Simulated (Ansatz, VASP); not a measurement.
## Two plane-wave programs on Ba2NaIrO6

```
CELL_PARAMETERS angstrom
0.00000 4.08930 4.08930
4.08930 0.00000 4.08930
4.08930 4.08930 0.00000
ATOMIC_POSITIONS crystal
Na 0.50000 0.50000 0.50000
Ba 0.25000 0.25000 0.25000
Ba 0.75000 0.75000 0.75000
Ir 0.00000 0.00000 0.00000
O 0.77600 0.22400 0.22400
O 0.22400 0.77600 0.22400
O 0.22400 0.77600 0.77600
O 0.77600 0.22400 0.77600
O 0.22400 0.22400 0.77600
O 0.77600 0.77600 0.22400
```

Alike in both runs: task single point; functional r2SCAN; k mesh 7 × 7 × 7; occupations gaussian, width 0.0441 eV; no spin polarisation.

|  | VASP | Ansatz |
| --- | --- | --- |
| version | VASP 6.6.1 | Ansatz 0.2.0 |
| potentials or method | VASP PAW PBE potentials, release 64 (Na_pv, Ba_sv, Ir, O), cutoff 520 eV | PAW plane waves |
| valence electrons in the cell | 72 | 82 |

|  | VASP | Ansatz | Ansatz less VASP |
| --- | --- | --- | --- |
| pressure (GPa) | 13.0 | 10.1 | -2.91 |
| rms of the force components (eV/Å) | 1.198 | 0.984 | -0.2136 |

VASP's potentials were made for PBE, not for r2SCAN. Atom by atom the forces differ by 0.214 eV/Å (rms over components). The functional is the same, so the differences come from potentials, cutoffs and numerics. VASP's potentials hold 72 valence electrons a cell and Ansatz's 82, so a difference there can come from the potentials and not from the codes.

Neither program's run includes spin-orbit coupling.
